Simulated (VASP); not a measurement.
# SnO in VASP: single point with PBE+D3(BJ)

Aim: the single point of SnO with PBE+D3(BJ).

All numbers are computed with VASP 6.6.1; they aren't measurements. Logs are shortened: lines on timing, memory, paths and dates and some standing lists are left out, and cuts for length are marked.

## (1) The cell of the first run

The cell holds a slab with vacuum, 8 atoms: a = 3.820 Å, b = 3.820 Å, c = 22.226 Å, α = 90.00°, β = 90.00°, γ = 90.00°.

## (2) Single point, PBE+D3(BJ) (layers slid over each other)

The input, INCAR:

```
PREC     = Accurate       # precision mode
ENCUT    = 1000           # plane-wave cutoff, eV
EDIFF    = 1E-6           # SCF threshold, eV
ISMEAR   = 0              # smearing method
SIGMA    = 0.05           # smearing width, eV
LREAL    = F              # projectors in reciprocal space
LASPH    = T              # aspherical terms in the spheres
NELM     = 120            # most SCF steps
ALGO     = Normal         # electronic algorithm
ISIF     = 2              # what is computed and relaxed
LWAVE    = F              # write WAVECAR
LCHARG   = F              # write CHGCAR
LDIPOL   = T            
IDIPOL   = 3            
DIPOL    = 0.5 0.5 0.403
GGA      = PE             # functional
IVDW     = 12             # dispersion correction
NBANDS   = 50             # bands
GGA_COMPAT= F            
NELMDL   = -8
```

The input, KPOINTS:

```
Automatic mesh
0
Gamma
  7 7 1
```

The input, POSCAR:

```
SnO
1.0
    3.8201636883      0.0000000000      0.0000000000
    0.0000000000      3.8201636883      0.0000000000
    0.0000000000      0.0000000000     22.2260802162
Sn O
4 4
Direct
    0.7500000000      0.2500000000      0.2024648501
    0.2500000000      0.7500000000      0.3087831971
    0.2500000000      1.0000000000      0.4977503906
    0.7500000000      0.5000000000      0.6040687375
    0.2500000000      0.2500000000      0.2556240236
    0.7500000000      0.7500000000      0.2556240236
    0.7500000000      1.0000000000      0.5509095640
    0.2500000000      0.5000000000      0.5509095640
```

Potentials or basis: VASP PAW PBE potentials, release 64 (Sn_d, O_h).

The run is started by

```
$ cat potpaw_PBE.64/Sn_d/POTCAR potpaw_PBE.64/O_h/POTCAR > POTCAR
$ mpirun -np 1 vasp_std > vasp.out
```

OUTCAR:

```text
PREC = Accurate
   ENCUT = 1000
   EDIFF = 1E-6
   ISMEAR = 0
   LREAL = F
   LASPH = T
   NELM = 120
   ISIF = 2
   GGA = PE
   IVDW = 12
   NELMDL = -8
 IVDW          = 12

 ion  position               nearest neighbor table
   1  0.750  0.250  0.202-   5 2.25   6 2.25   6 2.25   5 2.25   2 3.59   2 3.59   2 3.59   2 3.59

   2  0.250  0.750  0.309-   5 2.25   6 2.25   5 2.25   6 2.25   1 3.59   1 3.59   1 3.59   1 3.59

   3  0.250  0.000  0.498-   7 2.25   8 2.25   8 2.25   7 2.25   4 3.59   4 3.59   4 3.59   4 3.59

   4  0.750  0.500  0.604-   7 2.25   8 2.25   7 2.25   8 2.25   3 3.59   3 3.59   3 3.59   3 3.59

   5  0.250  0.250  0.256-   1 2.25   2 2.25   2 2.25   1 2.25
   6  0.750  0.750  0.256-   1 2.25   2 2.25   1 2.25   2 2.25
   7  0.750  0.000  0.551-   3 2.25   3 2.25   4 2.25   4 2.25
   8  0.250  0.500  0.551-   3 2.25   3 2.25   4 2.25   4 2.25

  LATTYP: Found a simple tetragonal cell.
 ALAT       =     3.8201636883
 C/A-ratio  =     5.8180962989

  Lattice vectors:

 A1 = (   3.8201636883,   0.0000000000,   0.0000000000)
 A2 = (   0.0000000000,   3.8201636883,   0.0000000000)
 A3 = (   0.0000000000,   0.0000000000,  22.2260802162)

Analysis of symmetry for initial positions (statically):
=====================================================================
 Subroutine PRICEL returns:
 Original cell was already a primitive cell.

 Routine SETGRP: Setting up the symmetry group for a
 simple tetragonal supercell.

 Subroutine GETGRP returns: Found  4 space group operations
 (whereof  1 operations were pure point group operations)
 out of a pool of 16 trial point group operations.

The static configuration has the point symmetry C_1 .
 The point group associated with its full space group is C_2h.

Analysis of symmetry for dynamics (positions and initial velocities):
=====================================================================
 Subroutine PRICEL returns:
 Original cell was already a primitive cell.

 Routine SETGRP: Setting up the symmetry group for a
 simple tetragonal supercell.

 Subroutine GETGRP returns: Found  4 space group operations
 (whereof  1 operations were pure point group operations)
 out of a pool of 16 trial point group operations.

The dynamic configuration has the point symmetry C_1 .
 The point group associated with its full space group is C_2h.

 Subroutine INISYM returns: Found  4 space group operations
 (whereof  1 operations are pure point group operations),
 and found     1 'primitive' translations

----------------------------------------------------------------------------------------

                                     Primitive cell

  volume of cell :     324.3596

  direct lattice vectors                    reciprocal lattice vectors
     3.820163688  0.000000000  0.000000000     0.261768888  0.000000000  0.000000000
     0.000000000  3.820163688  0.000000000     0.000000000  0.261768888  0.000000000
     0.000000000  0.000000000 22.226080216     0.000000000  0.000000000  0.044992189

  length of vectors
     3.820163688  3.820163688 22.226080216     0.261768888  0.261768888  0.044992189

  position of ions in fractional coordinates (direct lattice)
     0.750000000  0.250000000  0.202464850
     0.250000000  0.750000000  0.308783197
     0.250000000  0.000000000  0.497750391
     0.750000000  0.500000000  0.604068738
     0.250000000  0.250000000  0.255624024
     0.750000000  0.750000000  0.255624024
     0.750000000  0.000000000  0.550909564
     0.250000000  0.500000000  0.550909564

  ion indices of the primitive-cell ions
   primitive index   ion index
                 1           1
                 2           2
                 3           3
                 4           4
                 5           5
                 6           6
                 7           7
                 8           8

----------------------------------------------------------------------------------------

 KPOINTS: Automatic mesh

Automatic generation of k-mesh.
 Grid dimensions read from file:
 generate k-points for:    7    7    1

 Generating k-lattice:

  Cartesian coordinates                     Fractional coordinates (reciprocal lattice)
     0.037395555  0.000000000  0.000000000     0.142857143  0.000000000  0.000000000
     0.000000000  0.037395555  0.000000000     0.000000000  0.142857143  0.000000000
     0.000000000  0.000000000  0.044992189     0.000000000  0.000000000  1.000000000

  Length of vectors
     0.037395555  0.037395555  0.044992189

  Shift w.r.t. Gamma in fractional coordinates (k-lattice)
     0.000000000  0.000000000  0.000000000

 Subroutine IBZKPT returns following result:
 ===========================================

 Found     16 irreducible k-points:

 Following reciprocal coordinates:
            Coordinates               Weight
  0.000000  0.000000  0.000000      1.000000
  0.142857  0.000000  0.000000      2.000000
  0.000000  0.142857  0.000000      2.000000
  0.285714  0.000000  0.000000      2.000000
  0.000000  0.285714  0.000000      2.000000
  0.428571  0.000000  0.000000      2.000000
[... 8 lines left out ...]
 -0.285714  0.428571  0.000000      4.000000
  0.428571  0.428571  0.000000      4.000000
   k-points           NKPTS =     16   k-points in BZ     NKDIM =     16   number of bands    NBANDS=     50
   number of dos      NEDOS =    301   number of ions     NIONS =      8
   total plane-waves  NPLWV = 384000
   dimension x,y,z NGX =    40 NGY =   40 NGZ =  240
   dimension x,y,z NGXF=    80 NGYF=   80 NGZF=  480
   ions per type =               4   4
   NGX,Y,Z   is equivalent  to a cutoff of  17.41, 17.41, 17.95 a.u.
   NGXF,Y,Z  is equivalent  to a cutoff of  34.81, 34.81, 35.90 a.u.
 SYSTEM =  unknown system
   PREC   = accura    normal or accurate (medium, high low for compatibility)
   ISTART =      0    job   : 0-new  1-cont  2-samecut
   ICHARG =      2    charge: 1-file 2-atom 10-const
   ISPIN  =      1    spin polarized calculation?
   LNONCOLLINEAR =      F non collinear calculations
   LSORBIT =      F    spin-orbit coupling
   LASPH  =      T    aspherical Exc in radial PAW
   ENCUT  = 1000.0 eV  73.50 Ry    8.57 a.u.   9.85  9.85 57.31*2*pi/ulx,y,z
   NELM   =    120;   NELMIN=  2; NELMDL= -8     # of ELM steps
   EDIFF  = 0.1E-05   stopping-criterion for ELM
   LREAL  =      F    real-space projection
   EDIFFG = 0.1E-04   stopping-criterion for IOM
   NSW    =      0    number of steps for IOM
   IBRION =     -1    ionic relax: 0-MD 1-quasi-New 2-CG
   NFREE  =      0    steps in history (QN), initial steepest desc. (CG)
   ISIF   =      2    stress and relaxation
   ISYM   =      2    0-nonsym 1-usesym 2-fastsym
   POTIM  = 0.5000    time-step for ionic-motion
   TEBEG  =    0.0;   TEEND  =   0.0 temperature during run
   PSTRESS=    0.0 pullay stress
   NELECT =      80.0000    total number of electrons
   NUPDOWN=      -1.0000    fix difference up-down
   EMIN   =  10.00;   EMAX   =-10.00  energy-range for DOS
   EFERMI =   0.00;   METHOD = LEGACY
   ISMEAR =     0;   SIGMA  =   0.05  broadening in eV -4-tet -1-fermi 0-gaus
   EFERMI_NEDOS =   21; number of points for ismear=-14 and -15
   IALGO  =     38    algorithm
   IMIX   =      4    mixing-type and parameters
     AMIX     =   0.40;   BMIX     =  1.00
     AMIX_MAG =   1.60;   BMIX_MAG =  1.00
  volume/ion in A,a.u.               =      40.54       273.61
  Fermi-wavevector in a.u.,A,eV,Ry     =   1.026666  1.940118 14.341129  1.054043
  Thomas-Fermi vector in A             =   2.160571
   LORBIT       =      0    0 simple, 1 ext, 2 COOP (PROOUT), +10 PAW based schemes
   GGA     = PE    functional components
   LHFCALC =     F    Hartree Fock is set to
   AEXX    =    0.0000 exact exchange contribution
   IVDW    =    12    specifies the selected vdW correction
   LEPSILON=     F    determine dielectric tensor
   LRPA    =     F    only Hartree local field effects (RPA)
 non-spin polarized calculation
 Gauss-broadening in eV      SIGMA  =   0.05
  energy-cutoff  :     1000.00
  volume of cell :      324.36
 maximum number of plane-waves:     23352
   NGX = 19   NGY = 19   NGZ =115

 dipolmoment           0.000000      0.000000      0.000076 electrons x Angstroem

 number of electron      79.9999989 magnetization

 dipolmoment           0.000000      0.000000     -0.000002 electrons x Angstroem

 Free energy of the ion-electron system (eV)
  ---------------------------------------------------
  ext. energy  EPLUGINS =         0.00000000
  ---------------------------------------------------
  free energy    TOTEN  =       -45.17461445 eV

  energy without entropy =      -45.17461445  energy(sigma->0) =      -45.17461445

 E-fermi :   0.1494     XC(G=0):  -5.3161

 val. band max:       -0.0937050386   @ k =   0.1429   0.1429   0.0000
 cond. band min:       2.3450010398   @ k =   0.4286   0.0000   0.0000
 fundamental gap:      2.4387060783
 Fermi energy:         0.1493866174

 k-point     1 :       0.0000    0.0000    0.0000
  band No.  band energies     occupation
      1     -20.9512      2.00000
      2     -20.9511      2.00000
      3     -20.5907      2.00000
      4     -20.5907      2.00000
      5     -20.5536      2.00000
      6     -20.5530      2.00000
[... 42 lines left out ...]
     49       5.2950      0.00000
     50       5.3310      0.00000

 k-point     2 :       0.1429    0.0000    0.0000
  band No.  band energies     occupation
      1     -20.9422      2.00000
      2     -20.9422      2.00000
      3     -20.5914      2.00000
      4     -20.5913      2.00000
      5     -20.5548      2.00000
      6     -20.5548      2.00000
[... 42 lines left out ...]
     49       5.4122      0.00000
     50       5.7159      0.00000

 k-point     3 :       0.0000    0.1429    0.0000
  band No.  band energies     occupation
      1     -20.9422      2.00000
      2     -20.9422      2.00000
      3     -20.5914      2.00000
      4     -20.5913      2.00000
      5     -20.5553      2.00000
      6     -20.5548      2.00000
[... 42 lines left out ...]
     49       5.5072      0.00000
     50       5.5794      0.00000

 k-point     4 :       0.2857    0.0000    0.0000
  band No.  band energies     occupation
      1     -20.9173      2.00000
      2     -20.9172      2.00000
      3     -20.6880      2.00000
      4     -20.6876      2.00000
      5     -20.5590      2.00000
      6     -20.5590      2.00000
[... 575 lines left out ...]
 k-point    15 :      -0.2857    0.4286    0.0000
  band No.  band energies     occupation
      1     -20.8864      2.00000
      2     -20.8861      2.00000
      3     -20.8444      2.00000
      4     -20.8441      2.00000
      5     -20.5558      2.00000
      6     -20.5556      2.00000
[... 42 lines left out ...]
     49       5.8691      0.00000
     50       6.3376      0.00000

 k-point    16 :       0.4286    0.4286    0.0000
  band No.  band energies     occupation
      1     -20.8922      2.00000
      2     -20.8919      2.00000
      3     -20.8783      2.00000
      4     -20.8780      2.00000
      5     -20.5577      2.00000
      6     -20.5575      2.00000
[... 42 lines left out ...]
     49       6.1953      0.00000
     50       6.2951      0.00000

------------------------ aborting loop because EDIFF is reached ----------------------------------------

 vacuum level on the upper side and lower side of the slab       (xc-potential included)        -0.150        -0.150

 Edisp (eV)   -1.23721

 E8    (eV) :    -0.5468

  FORCE on cell =-STRESS in cart. coord.  units (eV):
  Direction    XX          YY          ZZ          XY          YZ          ZX
  --------------------------------------------------------------------------------------
  -------------------------------------------------------------------------------------
  Total       0.28337     0.32968     0.32608     0.00000     0.26383     0.00000
  in kB       1.39970     1.62845     1.61070     0.00000     1.30318     0.00000
  external pressure =        1.55 kB  Pullay stress =        0.00 kB

 VOLUME and BASIS-vectors are now :
 -----------------------------------------------------------------------------
  energy-cutoff  :     1000.00
  volume of cell :      324.36
      direct lattice vectors                 reciprocal lattice vectors
     3.820163688  0.000000000  0.000000000     0.261768888  0.000000000  0.000000000
     0.000000000  3.820163688  0.000000000     0.000000000  0.261768888  0.000000000
     0.000000000  0.000000000 22.226080216     0.000000000  0.000000000  0.044992189

 POSITION                                       TOTAL-FORCE (eV/Angst)
 -----------------------------------------------------------------------------------
      2.86512      0.95504      4.50000         0.000000     -0.004934     -0.075452
      0.95504      2.86512      6.86304         0.000000     -0.028933      0.073595
      0.95504      0.00000     11.06304        -0.000000      0.028933     -0.073595
      2.86512      1.91008     13.42608         0.000000      0.004934      0.075452
      0.95504      0.95504      5.68152         0.000000     -0.024719      0.001260
      2.86512      2.86512      5.68152         0.000000      0.009739      0.001724
      2.86512      0.00000     12.24456         0.000000     -0.009739     -0.001724
      0.95504      1.91008     12.24456         0.000000      0.024719     -0.001260
 -----------------------------------------------------------------------------------
    total drift:                                0.000000     -0.000000     -0.000188

  FREE ENERGIE OF THE ION-ELECTRON SYSTEM (eV)
  ---------------------------------------------------
  free  energy   TOTEN  =       -46.4118274817 eV

  energy  without entropy=      -46.4118274817  energy(sigma->0) =      -46.41182748

 vacuum level on the upper side and lower side of the slab         4.910         4.911
```

It took 10 min on 1 thread of AMD EPYC 9R45 (Zen 5), shared host; peak memory 1 GiB.

What came out:

```yaml
Free_energy: -46.4118 eV
Largest_force: 0.079 eV/Å
Band_gap_on_the_k_mesh: 2.44 eV (least direct gap 2.56 eV)
Dispersion_energy_per_atom: -0.155 eV
```

Forces on the atoms (eV/Å):
```
Sn   0.000 -0.005 -0.075
Sn   0.000 -0.029  0.074
Sn   0.000  0.029 -0.074
Sn   0.000  0.005  0.075
O    0.000 -0.025  0.001
O    0.000  0.010  0.002
O    0.000 -0.010 -0.002
O    0.000  0.025 -0.001
```

Levels at points of the mesh, in eV from the valence-band top:
| k point | band 36 | band 37 | band 38 | band 39 | band 40 | band 41 | band 42 | band 43 | band 44 | band 45 |
| --- | --- | --- | --- | --- | --- | --- | --- | --- | --- | --- |
| (0.00, 0.00, 0.00) | -1.95 | -1.95 | -1.95 | -0.62 | -0.03 | 2.52 | 2.86 | 2.86 | 3.80 | 4.88 |

Caveat: the cell differs from its parent crystal (layers slid over each other); spin-orbit coupling is left out, which moves the levels of the heavy elements.
